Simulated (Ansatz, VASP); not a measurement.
One calculation of Ta, two programs

The input INCAR:

```
PREC = Accurate
ENCUT = 520
EDIFF = 1E-6
ISMEAR = 0
SIGMA = 0.15
LREAL = False
LASPH = True
NELM = 100
ALGO = Fast
ISIF = 2
LWAVE = False
LCHARG = True
GGA = PS
LELF = True
LVHAR = True
NBANDS = 12
```

Contents of KPOINTS:

```
Automatic mesh
0
Gamma
  26 26 26
```

Contents of POSCAR:

```
Ta
1.0
   -1.6402597622      1.6402597622      1.7058701527
    1.6402597622     -1.6402597622      1.7058701527
    1.6402597622      1.6402597622     -1.7058701527
Ta
1
Direct
    0.0000000000      0.0000000000      0.0000000000
```

Input for Ansatz:

```yaml
crystal:
  lattice:
    - [-1.6402597622, 1.6402597622, 1.7058701527]
    - [1.6402597622, -1.6402597622, 1.7058701527]
    - [1.6402597622, 1.6402597622, -1.7058701527]
  atoms:
    - { symbol: Ta, position: [0.0, 0.0, 0.0] }
basis:
  ecutwfc: 420
kpoints:
  mp_grid: { grid: [26, 26, 26] }
hamiltonian:
  xc: pbesol
scf:
  occupations: { method: gaussian, width: 0.15 }
output:
  forces: true
  stress: true
  eigenvalues: true
```

Change from the starting cell: strain +0.000 along x and y, +0.040 along z, atoms carried along.

Alike in both runs: task single point; functional PBEsol; k mesh 26 × 26 × 26; occupations gaussian, width 0.15 eV; no spin polarisation.

|  | VASP | Ansatz |
| --- | --- | --- |
| version | VASP 6.6.1 | Ansatz 0.2.0 |
| potentials or method | VASP PAW PBE potentials, release 64 (Ta_pv), cutoff 520 eV | scalar-relativistic, plane waves, PAW |
| valence electrons in the cell | 11 | 13 |

|  | VASP | Ansatz | Ansatz less VASP |
| --- | --- | --- | --- |
| gap on the k mesh at the Fermi level (eV) | none | none | - |
| pressure (GPa) | -7.1 | -7.2 | -0.14 |
| traceless stress, the component that is largest in VASP (GPa) | -2.74 | -2.74 | -0.003 |

VASP's potentials were made for PBE, not for PBEsol. A gap of «none» marks a metal or a gap that the smearing closes. With one functional, cell and mesh, what is left measures potentials, basis and numerics. VASP's potentials hold 11 valence electrons a cell and Ansatz's 13, so a difference there can come from the potentials and not from the codes.

Spin-orbit coupling is off throughout.
